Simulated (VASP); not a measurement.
Input of a VASP 6.6.1 run:

The input INCAR:

```
SYSTEM = Sb
ALGO = Normal ; EDIFF = 1E-7
ENCUT = 520 ; GGA = PE
ISIF = 2 ; ISMEAR = 0
LASPH = .TRUE. ; LCHARG = .FALSE.
LREAL = .FALSE. ; LWAVE = .FALSE.
NBANDS = 20 ; NELM = 100
PREC = Accurate ; SIGMA = 0.1
```

KPOINTS

```
k-points
0
G
  6 4 2
  0 0 0
```

Contents of POSCAR:

```
Sb
1.0
    2.9996400100      0.0000000000      0.0000000000
    0.0000000000      5.8181823500      0.0000000000
    0.0000000000      0.0000000000      7.9829270400
Sb
5
Direct
    0.5000000000      0.7538350100      0.3161120000
    0.5000000000      0.2461649900      0.3161120000
    0.5000000000      0.7538350100      0.6838880000
    0.5000000000      0.2461649900      0.6838880000
    0.5000000000      0.5000000000      0.0000000000
```

Potentials or basis: VASP PAW PBE potentials, release 64 (Sb).

The run is started by

```bash
$ cat potpaw_PBE.64/Sb/POTCAR > POTCAR
$ mpirun -np 1 vasp_std > vasp.out
```

(1) Predict the pressure.

(2) Estimate the largest force.

Answers

(1) 12.7 GPa.

(2) 0.095 eV/Å.

Caveat: the k points lie up to 0.39 Å⁻¹ apart.
